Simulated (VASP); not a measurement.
**NaCl: single point with HSE06**

Crystal: NaCl.

```
Na Cl
1.0
     0.00000    2.98045    2.98045
     2.98045    0.00000    2.98045
     2.98045    2.98045    0.00000
Na Cl
1 1
Direct
  0.00000 0.00000 0.00000
  0.25000 0.25000 0.25000
```

This cell differs from its parent crystal: strain -3.5%.

```json
{"Program": "VASP 6.6.1", "Task": "single point", "Functional": "HSE06", "Potentials or basis": "VASP PAW PBE potentials, release 64 (Na_pv, Cl)", "Cutoff": "520 eV", "k mesh": "6 × 6 × 6", "Occupations": "gaussian, width 0.01 eV", "Spin": "no spin polarisation", "Dipole correction": "no", "Grid for exact exchange (PRECFOCK)": "Normal", "Further INCAR settings": "ALGO = Normal; EDIFF = 1e-06; NBANDS = 14", "Share of exact exchange": "0.25", "Screening parameter": "0.2079 1/Å"}
```

The pressure is 3.0 GPa and the band gap on the k mesh is 6.52 eV.

Levels at points of the mesh, in eV from the valence-band top:
| k point | band 4 | band 5 | band 6 | band 7 | band 8 | band 9 | band 10 | band 11 |
| --- | --- | --- | --- | --- | --- | --- | --- | --- |
| (0.00, 0.00, 0.00) | -13.40 | 0.00 | 0.00 | 0.00 | 6.52 | 13.11 | 13.11 | 13.11 |
| (0.50, 0.00, 0.00) | -13.19 | -1.31 | -0.11 | -0.11 | 9.31 | 10.82 | 12.38 | 12.38 |
| (0.50, 0.50, 0.00) | -13.12 | -1.20 | -0.37 | -0.37 | 8.38 | 10.66 | 13.07 | 15.52 |

Run time: 29 min on 1 thread of Intel Xeon 8259CL (shared host), peak memory 0.29 GiB.

Caveat: the cell differs from its parent crystal (strain -3.5%); the structure was generated, so it needn't be the stable form of NaCl; the PAW data sets were made with another functional, which shifts forces and pressure a little.
